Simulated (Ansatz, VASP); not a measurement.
# CdIn3: VASP beside Ansatz

File INCAR:

```
SYSTEM = CdIn3
ALGO     = Normal         ! electronic algorithm
EDIFF    = 1E-6           ! SCF threshold, eV
ENCUT    = 520            ! plane-wave cutoff, eV
GGA      = CA             ! functional
ISIF     = 2              ! what is computed and relaxed
ISMEAR   = 0              ! smearing method
LASPH    = .TRUE.         ! aspherical terms in the spheres
LCHARG   = .FALSE.        ! write CHGCAR
LREAL    = .FALSE.        ! projectors in reciprocal space
LWAVE    = .FALSE.        ! write WAVECAR
NBANDS   = 34             ! bands
NELM     = 100            ! most SCF steps
PREC     = Accurate       ! precision mode
SIGMA    = 0.05           ! smearing width, eV
```

File KPOINTS:

```
k-points
0
G
  5 5 5
  0 0 0
```

Contents of POSCAR:

```
CdIn3
1.0
    5.2687120000      0.0000000000      0.0000000000
    2.6343560000      4.5628384372      0.0000000000
    2.6343560000      1.5209461457      4.3018853339
Cd In
1 3
Direct
    0.0000000000      0.0000000000      0.0000000000
    0.2500000000      0.2500000000      0.2500000000
    0.7500000000      0.7500000000      0.7500000000
    0.5000000000      0.5000000000      0.5000000000
```

Input for Ansatz:

```yaml
crystal:
  lattice:
    a: 5.268712
    b: 5.268712
    c: 5.268712
    alpha: 60.0
    beta: 60.0
    gamma: 60.0
  atoms:
    - { symbol: Cd, position: [0.0, 0.0, 0.0] }
    - { symbol: In, position: [0.25, 0.25, 0.25] }
    - { symbol: In, position: [0.75, 0.75, 0.75] }
    - { symbol: In, position: [0.5, 0.5, 0.5] }
basis:
  ecutwfc: 550.0
kpoints:
  mp_grid:
    grid: [5, 5, 5]
hamiltonian:
  xc: lda
scf:
  occupations:
    method: gaussian
    width: 0.05
output:
  forces: true
  stress: true
```

Alike in both runs: task single point; functional LDA; k mesh 5 × 5 × 5; occupations gaussian, width 0.05 eV; no spin polarisation.

```csv
,VASP,Ansatz
version,VASP 6.6.1,Ansatz 0.2.0
potentials or method,"VASP PAW LDA potentials, release 64 (Cd, In_d), cutoff 520 eV","plane waves, PAW"
valence electrons in the cell,51,59
```

```tsv
	VASP	Ansatz	Ansatz less VASP
pressure (GPa)	-3.1	-3.1	-0.03
```

LDA's correlation is that of Perdew and Zunger in VASP and of Perdew and Wang (1992) in Ansatz. VASP's potentials hold 51 valence electrons a cell and Ansatz's 59, so a difference there can come from the potentials and not from the codes.
